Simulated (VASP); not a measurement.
# ScSbTe3 (P4/mmm) in VASP: a series of runs, part 2 of 2

VASP 6.6.1. Earlier steps stand in the parts before.

## Step 4: Relaxation of cell and atoms, PBE

The input, INCAR:

```
SYSTEM = ScSbTe3
PREC = Accurate
ENCUT = 600
EDIFF = 1E-6
ISMEAR = 0
SIGMA = 0.1
LREAL = .FALSE.
LASPH = .TRUE.
NELM = 80
ALGO = Normal
ISIF = 3
LWAVE = .FALSE.
LCHARG = .FALSE.
GGA = PE
IBRION = 2
NSW = 90
EDIFFG = -0.04
```

The input, KPOINTS:

```
Automatic mesh
0
G
  4 4 2
  0 0 0
```

The input, POSCAR:

```
ScSbTe3
1.0
    4.0591085200      0.0000000000      0.0000000000
    0.0000000000      4.0591085200      0.0000000000
    0.0000000000      0.0000000000      9.4606207700
Sc Sb Te
1 1 3
Direct
    0.5000000000      0.5000000000      0.5000000000
    0.5000000000      0.5000000000      0.0000000000
    0.0000000000      0.0000000000      0.5000000000
    0.0000000000      0.0000000000      0.8773810100
    0.0000000000      0.0000000000      0.1226189900
```

Potentials or basis: VASP PAW PBE potentials, release 64 (Sc_sv, Sb, Te).

Run with:

```console
> cat potpaw_PBE.64/Sc_sv/POTCAR potpaw_PBE.64/Sb/POTCAR potpaw_PBE.64/Te/POTCAR > POTCAR
> mpirun -np 1 vasp_std > vasp.out
```

OUTCAR:

```text
SYSTEM = ScSbTe3
   PREC = Accurate
   ENCUT = 600
   EDIFF = 1E-6
   ISMEAR = 0
   LREAL = .FALSE.
   LASPH = .TRUE.
   NELM = 80
   ISIF = 3
   GGA = PE
   IBRION = 2
   NSW = 90
   EDIFFG = -0.04

 ion  position               nearest neighbor table
   1  0.500  0.500  0.500-   3 2.87   3 2.87   3 2.87   3 2.87
   2  0.500  0.500  0.000-   4 3.10   5 3.10   4 3.10   5 3.10   4 3.10   5 3.10   4 3.10   5 3.10

   3  0.000  0.000  0.500-   1 2.87   1 2.87   1 2.87   1 2.87   5 3.57   4 3.57
   4  0.000  0.000  0.877-   5 2.32   2 3.10   2 3.10   2 3.10   2 3.10   3 3.57
   5  0.000  0.000  0.123-   4 2.32   2 3.10   2 3.10   2 3.10   2 3.10   3 3.57

  LATTYP: Found a simple tetragonal cell.
 ALAT       =     4.0591085200
 C/A-ratio  =     2.3307139298

  Lattice vectors:

 A1 = (   4.0591085200,   0.0000000000,   0.0000000000)
 A2 = (   0.0000000000,   4.0591085200,   0.0000000000)
 A3 = (   0.0000000000,   0.0000000000,   9.4606207700)

Analysis of symmetry for initial positions (statically):
=====================================================================
 Subroutine PRICEL returns:
 Original cell was already a primitive cell.

 Routine SETGRP: Setting up the symmetry group for a
 simple tetragonal supercell.

 Subroutine GETGRP returns: Found 16 space group operations
 (whereof 16 operations were pure point group operations)
 out of a pool of 16 trial point group operations.

The static configuration has the point symmetry D_4h.

Analysis of symmetry for dynamics (positions and initial velocities):
=====================================================================
 Subroutine PRICEL returns:
 Original cell was already a primitive cell.

 Routine SETGRP: Setting up the symmetry group for a
 simple tetragonal supercell.

 Subroutine GETGRP returns: Found 16 space group operations
 (whereof 16 operations were pure point group operations)
 out of a pool of 16 trial point group operations.

The dynamic configuration has the point symmetry D_4h.

 Subroutine INISYM returns: Found 16 space group operations
 (whereof 16 operations are pure point group operations),
 and found     1 'primitive' translations

----------------------------------------------------------------------------------------
[... 126 lines left out ...]

 number of electron      34.0000007 magnetization

 Free energy of the ion-electron system (eV)
  ---------------------------------------------------
  ext. energy  EPLUGINS =         0.00000000
  ---------------------------------------------------
  free energy    TOTEN  =       -17.94208251 eV

  energy without entropy =      -17.90690727  energy(sigma->0) =      -17.92449489

------------------------ aborting loop because EDIFF is reached ----------------------------------------

  FORCE on cell =-STRESS in cart. coord.  units (eV):
  Direction    XX          YY          ZZ          XY          YZ          ZX
  --------------------------------------------------------------------------------------
  -------------------------------------------------------------------------------------
  Total        6.3129269      6.3129269     24.6370118      0.0000000      0.0000000      0.0000000
  in kB       64.8874016     64.8874016    253.2314582      0.0000000      0.0000000      0.0000000
  external PRESSURE =     127.6687538 kB  Pullay stress =       0.0000000 kB
[... 98 lines left out ...]
  FREE ENERGIE OF THE ION-ELECTRON SYSTEM (eV)
  ---------------------------------------------------
  free  energy   TOTEN  =       -20.0079488059 eV

  energy  without entropy=      -19.9726033595  energy(sigma->0) =      -19.99027608

 E-fermi :   5.5156     XC(G=0):  -8.8415

 val. band max:        5.4449807463   @ k =   0.5000   0.0000   0.5000
 cond. band min:       5.5307511781   @ k =   0.2500   0.0000   0.0000
 fundamental gap:      0.0857704318
 Fermi energy:         5.5156321775

 k-point     1 :       0.0000    0.0000    0.0000
  band No.  band energies     occupation
      1     -45.4245      2.00000
      2     -24.1835      2.00000
      3     -24.0039      2.00000
      4     -24.0039      2.00000
      5      -7.6629      2.00000
      6      -6.8341      2.00000
[... 277 lines left out ...]
     20       5.8391      0.00000
     21       6.2594      0.00000

[... ionic steps 4 to 24 ...]

--------------------------------------- Ionic step       25  -------------------------------------------

 number of electron      34.0000008 magnetization

------------------------ aborting loop because EDIFF is reached ----------------------------------------
[... 73 lines left out ...]
--------------------------------------- Ionic step       27  -------------------------------------------

 number of electron      34.0000007 magnetization

 Free energy of the ion-electron system (eV)
  ---------------------------------------------------
  ext. energy  EPLUGINS =         0.00000000
  ---------------------------------------------------
  free energy    TOTEN  =       -20.11040639 eV

  energy without entropy =      -20.07701177  energy(sigma->0) =      -20.09370908

 E-fermi :   5.6325     XC(G=0):  -8.9149

 val. band max:        5.5718686717   @ k =   0.5000   0.5000   0.0000
 cond. band min:       5.6462820271   @ k =   0.2500   0.0000   0.0000
 fundamental gap:      0.0744133554
 Fermi energy:         5.6325002378

 k-point     1 :       0.0000    0.0000    0.0000
  band No.  band energies     occupation
      1     -45.3017      2.00000
      2     -24.0549      2.00000
      3     -23.8813      2.00000
      4     -23.8813      2.00000
      5      -7.5305      2.00000
      6      -6.7155      2.00000
[... 309 lines left out ...]
  FREE ENERGIE OF THE ION-ELECTRON SYSTEM (eV)
  ---------------------------------------------------
  free  energy   TOTEN  =       -20.1104063947 eV

  energy  without entropy=      -20.0770117680  energy(sigma->0) =      -20.09370908

 reached required accuracy - stopping structural energy minimisation
```

OSZICAR:

```text
N       E                     dE             d eps       ncg     rms          rms(c)
DAV:   1     0.346072333754E+03    0.34607E+03   -0.14433E+04   504   0.152E+03
DAV:   2     0.255865156575E+02   -0.32049E+03   -0.31557E+03   536   0.395E+02
DAV:   3    -0.169140562162E+02   -0.42501E+02   -0.40838E+02   848   0.128E+02
[... 316 lines left out ...]
DAV:   3    -0.201105283815E+02    0.35632E-03   -0.19305E-03   763   0.298E-01    0.939E-02
DAV:   4    -0.201104137498E+02    0.11463E-03   -0.31957E-04   810   0.149E-01    0.285E-02
DAV:   5    -0.201104079890E+02    0.57608E-05   -0.21786E-05   618   0.247E-02    0.142E-02
DAV:   6    -0.201104067138E+02    0.12752E-05   -0.18375E-06   399   0.130E-02    0.445E-03
DAV:   7    -0.201104063947E+02    0.31910E-06   -0.44047E-07   342   0.830E-03
  27 F= -.20110406E+02 E0= -.20093709E+02  d E =-.106781E-02
```

CONTCAR:

```text
ScSbTe3
   1.00000000000000
     4.0593195650006777   -0.0000000000000000   -0.0000000000000000
     0.0000000000000000    4.0593195650006777   -0.0000000000000000
     0.0000000000000000    0.0000000000000000   10.1620043859623372
  Sc              Sb              Te
     1     1     3
Direct
     0.5000000000000000    0.5000000000000000    0.5000000000000000
     0.5000000000000000    0.5000000000000000    0.0000000000000000
     0.0000000000000000    0.0000000000000000    0.5000000000000000
     0.0000000000000000    0.0000000000000000    0.8480649689186722
     0.0000000000000000    0.0000000000000000    0.1519350310813280

  0.00000000E+00  0.00000000E+00  0.00000000E+00
  0.00000000E+00  0.00000000E+00  0.00000000E+00
  0.00000000E+00  0.00000000E+00  0.00000000E+00
  0.00000000E+00  0.00000000E+00  0.00000000E+00
  0.00000000E+00  0.00000000E+00  0.00000000E+00
```

Run time: 23 min. Hardware: 1 thread of Intel Xeon Platinum 8259CL at 2.50GHz (Skylake/Cascade Lake), shared host; peak memory 0.33 GiB.

What came out:

| Item | Value |
| --- | --- |
| Free energy | -20.1104 eV |
| Relaxed volume | 33.49 Å³/atom |
| Relaxed cell | a = 4.059 Å, b = 4.059 Å, c = 10.162 Å, α = 90.00°, β = 90.00°, γ = 90.00° |
| Space group after relaxing (to 0.1 Å) | P4/mmm (No. 123) |
| Energy gained by relaxing | 433.7 meV/atom |
| Ionic steps | 27 |
| Pressure after relaxing | -0.1 GPa |
| Largest force after relaxing | 0.012 eV/Å |
| Band gap on the k mesh | zero (bands 17 and 18 overlap by 0.90 eV) |

Forces in eV/Å, atoms in the order of the input:
```
Sc   0.000  0.000  0.000
Sb   0.000  0.000  0.000
Te   0.000  0.000  0.000
Te   0.000  0.000 -0.012
Te   0.000  0.000  0.012
```

The path:
```csv
step,energy change (eV),largest force (eV/Å),pressure (GPa),volume (Å³)
1,0.0000,9.5534,12.77,155.88
2,-0.7295,1.0330,-6.36,217.15
3,-2.0659,0.2299,-2.47,180.03
4,-2.0895,0.2120,-2.12,178.47
5,-2.0918,0.7299,0.73,169.21
6,-2.1278,0.0335,-1.14,174.71
7,-2.1313,0.1015,-0.66,173.13
8,-2.1313,0.0697,-0.77,173.48
9,-2.1496,0.1618,0.09,170.15
10,-2.1497,0.1692,0.15,169.89
11,-2.1522,0.1215,0.01,170.20
12,-2.1548,0.1134,-0.25,170.80
13,-2.1530,0.0367,-0.72,172.00
14,-2.1560,0.1081,-0.38,171.12
15,-2.1562,0.0396,-0.55,171.56
16,-2.1565,0.0831,-0.46,171.33
17,-2.1579,0.0670,-0.43,171.01
18,-2.1595,0.0245,-0.32,170.29
19,-2.1612,0.0400,-0.25,169.75
20,-2.1643,0.0853,0.07,168.16
21,-2.1611,0.1785,0.71,165.01
22,-2.1647,0.1087,0.23,167.36
23,-2.1664,0.0940,0.14,167.33
24,-2.1672,0.0806,0.05,167.30
25,-2.1673,0.0759,0.01,167.29
26,-2.1677,0.0567,-0.02,167.34
27,-2.1683,0.0117,-0.12,167.45
```

Final structure:
```xyz
5
Lattice="4.0593 0.0000 0.0000 0.0000 4.0593 0.0000 0.0000 0.0000 10.1620" Properties=species:S:1:pos:R:3 pbc="T T T"
Sc    2.0297    2.0297    5.0810
Sb    2.0297    2.0297    0.0000
Te    0.0000    0.0000    5.0810
Te    0.0000    0.0000    8.6180
Te    0.0000    0.0000    1.5440
```

Caveat: the k points lie up to 0.39 Å⁻¹ apart in the final cell, too coarse for converged energies and pressures of a metal; spin-orbit coupling is left out, which moves the levels of the heavy elements; this functional lacks dispersion, which binds layers or chains, so the pressure and a relaxed spacing across them are unreliable.

## Step 5: Single point, PBE, collinear spin

This run uses another cell than the first one, of 32.50 Å³/atom.

The input, INCAR:

```
SYSTEM = ScSbTe3
PREC     = Accurate       ! precision mode
ENCUT    = 520            ! plane-wave cutoff, eV
EDIFF    = 1E-6           ! SCF threshold, eV
ISMEAR   = 0              ! smearing method
SIGMA    = 0.1            ! smearing width, eV
LREAL    = .FALSE.        ! projectors in reciprocal space
LASPH    = .TRUE.         ! aspherical terms in the spheres
NELM     = 150            ! most SCF steps
ALGO     = Normal         ! electronic algorithm
ISIF     = 2              ! what is computed and relaxed
LWAVE    = .FALSE.        ! write WAVECAR
LCHARG   = .FALSE.        ! write CHGCAR
ISPIN    = 2              ! spin polarisation
MAGMOM   = 1 0 0 0 0      ! initial moments
LORBIT   = 11             ! projections on sites
LMAXMIX  = 4              ! l up to which the mixer works
GGA      = PE             ! functional
NBANDS   = 29             ! bands
```

The input, KPOINTS:

```
regular mesh
0
G
  4 4 2
  0 0 0
```

The input, POSCAR:

```
ScSbTe3
1.0
    3.9961593288      0.0000000000      0.0000000000
    0.0000000000      3.9961593288      0.0000000000
    0.0000000000      0.0000000000     10.1757258328
Sc Sb Te
1 1 3
Direct
    0.5000000000      0.5000000000      0.5000000000
    0.5000000000      0.5000000000      0.0000000000
    0.0000000000      0.0000000000      0.5000000000
    0.0000000000      0.0000000000      0.8357994345
    0.0000000000      0.0000000000      0.1642005655
```

Potentials or basis: VASP PAW PBE potentials, release 64 (Sc_sv, Sb, Te).

Run with:

```console
> cat potpaw_PBE.64/Sc_sv/POTCAR potpaw_PBE.64/Sb/POTCAR potpaw_PBE.64/Te/POTCAR > POTCAR
> mpirun -np 1 vasp_std > vasp.out
```

OUTCAR:

```text
SYSTEM = ScSbTe3
   PREC = Accurate
   ENCUT = 520
   EDIFF = 1E-6
   ISMEAR = 0
   LREAL = .FALSE.
   LASPH = .TRUE.
   NELM = 150
   ISIF = 2
   ISPIN = 2
   LORBIT = 11
   GGA = PE

 ion  position               nearest neighbor table
   1  0.500  0.500  0.500-   3 2.83   3 2.83   3 2.83   3 2.83
   2  0.500  0.500  0.000-   4 3.28   5 3.28   4 3.28   5 3.28   4 3.28   5 3.28   4 3.28   5 3.28

   3  0.000  0.000  0.500-   1 2.83   1 2.83   1 2.83   1 2.83   5 3.42   4 3.42
   4  0.000  0.000  0.836-   2 3.28   2 3.28   2 3.28   2 3.28   5 3.34   3 3.42
   5  0.000  0.000  0.164-   2 3.28   2 3.28   2 3.28   2 3.28   4 3.34   3 3.42

  LATTYP: Found a simple tetragonal cell.
 ALAT       =     3.9961593288
 C/A-ratio  =     2.5463764068

  Lattice vectors:

 A1 = (   3.9961593288,   0.0000000000,   0.0000000000)
 A2 = (   0.0000000000,   3.9961593288,   0.0000000000)
 A3 = (   0.0000000000,   0.0000000000,  10.1757258328)

Analysis of symmetry for initial positions (statically):
=====================================================================
 Subroutine PRICEL returns:
 Original cell was already a primitive cell.

 Routine SETGRP: Setting up the symmetry group for a
 simple tetragonal supercell.

 Subroutine GETGRP returns: Found 16 space group operations
 (whereof 16 operations were pure point group operations)
 out of a pool of 16 trial point group operations.

The static configuration has the point symmetry D_4h.

Analysis of symmetry for dynamics (positions and initial velocities):
=====================================================================
 Subroutine PRICEL returns:
 Original cell was already a primitive cell.

 Routine SETGRP: Setting up the symmetry group for a
 simple tetragonal supercell.

 Subroutine GETGRP returns: Found 16 space group operations
 (whereof 16 operations were pure point group operations)
 out of a pool of 16 trial point group operations.

The dynamic configuration has the point symmetry D_4h.

Analysis of structural, dynamic, and magnetic symmetry:
[... 160 lines left out ...]
 spin component 1

 k-point     1 :       0.0000    0.0000    0.0000
  band No.  band energies     occupation
      1     -45.0863      1.00000
      2     -23.8497      1.00000
      3     -23.6769      1.00000
      4     -23.6769      1.00000
      5      -7.1466      1.00000
      6      -6.5570      1.00000
[... 373 lines left out ...]
     28      12.3484      0.00000
     29      12.3484      0.00000
 Fermi energy:         5.8143419312

 spin component 2

 k-point     1 :       0.0000    0.0000    0.0000
  band No.  band energies     occupation
      1     -44.8356      1.00000
      2     -23.6018      1.00000
      3     -23.4146      1.00000
      4     -23.4146      1.00000
      5      -7.1365      1.00000
      6      -6.5354      1.00000
[... 373 lines left out ...]
     28      12.4021      0.00000
     29      12.4021      0.00000

------------------------ aborting loop because EDIFF is reached ----------------------------------------

  FORCE on cell =-STRESS in cart. coord.  units (eV):
  Direction    XX          YY          ZZ          XY          YZ          ZX
  --------------------------------------------------------------------------------------
  -------------------------------------------------------------------------------------
  Total        0.4305697      0.4305697      0.1396832      0.0000000     -0.0000000      0.0000000
  in kB        4.2452482      4.2452482      1.3772215      0.0000000     -0.0000000      0.0000000
  external PRESSURE =       3.2892393 kB  Pullay stress =       0.0000000 kB

 VOLUME and BASIS-vectors are now :
 -----------------------------------------------------------------------------
  energy-cutoff  :      520.00
  volume of cell :      162.50
      direct lattice vectors                 reciprocal lattice vectors
     3.996159329  0.000000000  0.000000000     0.250240273  0.000000000  0.000000000
     0.000000000  3.996159329  0.000000000     0.000000000  0.250240273  0.000000000
     0.000000000  0.000000000 10.175725833     0.000000000  0.000000000  0.098273088

 POSITION                                       TOTAL-FORCE (eV/Angst)
 -----------------------------------------------------------------------------------
      1.99808      1.99808      5.08786         0.000000      0.000000      0.000000
      1.99808      1.99808      0.00000         0.000000      0.000000      0.000000
      0.00000      0.00000      5.08786         0.000000      0.000000      0.000000
      0.00000      0.00000      8.50487         0.000000     -0.000000     -0.000164
      0.00000      0.00000      1.67086         0.000000      0.000000      0.000164
 -----------------------------------------------------------------------------------
    total drift:                                0.000000      0.000000      0.000000

  FREE ENERGIE OF THE ION-ELECTRON SYSTEM (eV)
  ---------------------------------------------------
  free  energy   TOTEN  =       -20.1201973711 eV

  energy  without entropy=      -20.0928897232  energy(sigma->0) =      -20.10654355

 total charge

# of ion       s       p       d       tot
------------------------------------------
    1        2.149   6.088   1.106   9.343
    2        1.296   0.902   0.042   2.240
    3        1.359   2.097   0.042   3.499
    4        1.421   1.858   0.028   3.307
    5        1.421   1.858   0.028   3.307
--------------------------------------------------
tot          7.645  12.803   1.247  21.695

 magnetization (x)

# of ion       s       p       d       tot
------------------------------------------
    1        0.009   0.002   0.275   0.287
    2       -0.000   0.017   0.000   0.017
    3        0.000  -0.016   0.008  -0.007
    4        0.000  -0.005   0.001  -0.004
    5        0.000  -0.005   0.001  -0.004
--------------------------------------------------
tot          0.009  -0.006   0.285   0.288
```

stdout:

```text
POSCAR found type information on POSCAR ScSbTe
 POSCAR found :  3 types and       5 ions
 scaLAPACK will be used
 LDA part: xc-table for (Slater+PW92), standard interpolation
 POSCAR, INCAR and KPOINTS ok, starting setup
 FFT: planning ... GRIDC
 FFT: planning ... GRID_SOFT
 FFT: planning ... GRID
 WAVECAR not read
 entering main loop
```

Run time: 3.3 min. Hardware: 1 thread of Intel Xeon Platinum 8259CL at 2.50GHz (Skylake/Cascade Lake), shared host; peak memory 0.36 GiB.

What came out:

```
Free energy                                           : -20.1202 eV
Pressure                                              : 0.3 GPa
Net moment                                            : 0.46 μB per cell
Site moments                                          : Sc +0.29; Sb +0.02; Te -0.01, -0.00 (each value once) μB
Valence electrons inside the program's atomic spheres : Sc 9.34; Sb 2.24; Te 3.50, 3.31 (each value once)
```

Stress tensor (GPa, compression positive):
```
0.42 0.00 0.00
0.00 0.42 0.00
0.00 0.00 0.14
```

Caveat: the k points lie up to 0.39 Å⁻¹ apart; a moment this small can come from the mesh or the smearing; spin-orbit coupling is left out, which moves the levels of the heavy elements.

## Step 6: The runs side by side

| task | spin | cell | cutoff (eV) | gap on the mesh (eV) | pressure (GPa) | largest force (eV/Å) |
| --- | --- | --- | --- | --- | --- | --- |
| single point | off | a = 4.059, b = 4.059, c = 9.461 Å, 5 atoms, atomic positions A | 520 | none | 12.8 | 9.55 |
| single point | off | a = 3.996, b = 3.996, c = 10.176 Å, 5 atoms, atomic positions B | 520 | none | 0.3 | 0.01 |
| relaxation of cell and atoms | off | relaxed from a = 4.059, b = 4.059, c = 9.461 Å, 5 atoms, atomic positions A | 600 | none | -0.1 | 0.01 |
| single point | collinear | a = 3.996, b = 3.996, c = 10.176 Å, 5 atoms, atomic positions B | 520 | none | 0.3 | - |

Alike in all rows: level PBE; potentials or basis VASP PAW PBE potentials, release 64 (Sc_sv, Sb, Te); k mesh 4 × 4 × 2; smearing gaussian 0.1 eV.

Caveats: all runs use coarse meshes; spin-orbit coupling is left out, which moves the levels of the heavy elements; this functional lacks dispersion, which binds layers or chains, so the pressure and a relaxed spacing across them are unreliable (at least some runs); forces of over 1 eV/Å act on the atoms, so gaps and moduli don't describe the material at rest (at least some runs); a moment this small can come from the mesh or the smearing (at least some runs).

Total energies depend on the potentials used, so only differences within one code and one set of settings carry meaning.

The gap in the log of VASP goes by the Fermi energy; the results here count the filled bands.